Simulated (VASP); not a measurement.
Runs of VASP 6.6.1 on Cu. The structure is that of space group Fm-3m (No. 225), or close to it. The cells are those of the table. 

| task | cell | k mesh | cutoff (eV) | k mesh for the DOS | occupations for the DOS | gap on the mesh (eV) | pressure (GPa) |
| --- | --- | --- | --- | --- | --- | --- | --- |
| single point | a = 2.556 Å, angles 60.0°, 1 atom | 8 × 8 × 8 | 520 | - | - | none | 3.2 |
| single point | a = 2.472 Å, angles 60.0°, 1 atom | 20 × 20 × 20 | 520 | - | - | none | (a) |
| relaxation of cell and atoms | relaxed to 21.1 GPa from a = 2.472 Å, angles 60.0°, 1 atom | 20 × 20 × 20 | 600 | - | - | none | 21.1 |
| relaxation of cell and atoms | relaxed to 21.1 GPa from a = 2.556 Å, angles 60.0°, 1 atom | 20 × 20 × 20 | 600 | - | - | none | 21.1 |

Alike in all rows: level PBE; potentials or basis VASP PAW PBE potentials, release 64 (Cu); no spin polarisation; smearing gaussian 0.1 eV.

Question: Estimate the missing entries.

Answer: (a) 21.9.

Caveats: some runs use coarse meshes; the cell is relaxed towards a set pressure, so the enthalpy falls and the energy may rise (some runs).

A gap of «none» marks levels without a gap at the run's occupations.
